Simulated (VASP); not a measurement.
A run of VASP 6.6.1:

INCAR

```
PREC = Accurate ; ENCUT = 520
EDIFF = 1E-8 ; ISMEAR = -1
SIGMA = 0.05 ; LREAL = False
LASPH = True ; NELM = 100
ALGO = Normal ; ISIF = 2
LWAVE = False ; LCHARG = False
GGA = CA ; LEFG = True
NBANDS = 14
```

Contents of KPOINTS:

```
regular mesh
0
Gamma
  12 12 12
```

POSCAR

```
HfC
1.0
    0.0000000000      2.2935772291      2.2935772291
    2.2935772291      0.0000000000      2.2935772291
    2.2935772291      2.2935772291      0.0000000000
Hf C
1 1
Direct
    0.5000000000      0.5000000000      0.5000000000
    0.0000000000      0.0000000000      0.0000000000
```

Potentials or basis: VASP PAW LDA potentials, release 64 (Hf_pv, C).

Run with:

```bash
$ cat potpaw_LDA.64/Hf_pv/POTCAR potpaw_LDA.64/C/POTCAR > POTCAR
$ mpirun -np 1 vasp_std > vasp.out
```

Hardware: 1 thread of AMD EPYC 7R13, on a shared host.

How long does it take, and how much memory?

Wall time 48 s on 1 thread of AMD EPYC 7R13, with other jobs on the host, peak memory 0.12 GiB. Counts: scf iterations 14, k points 72.
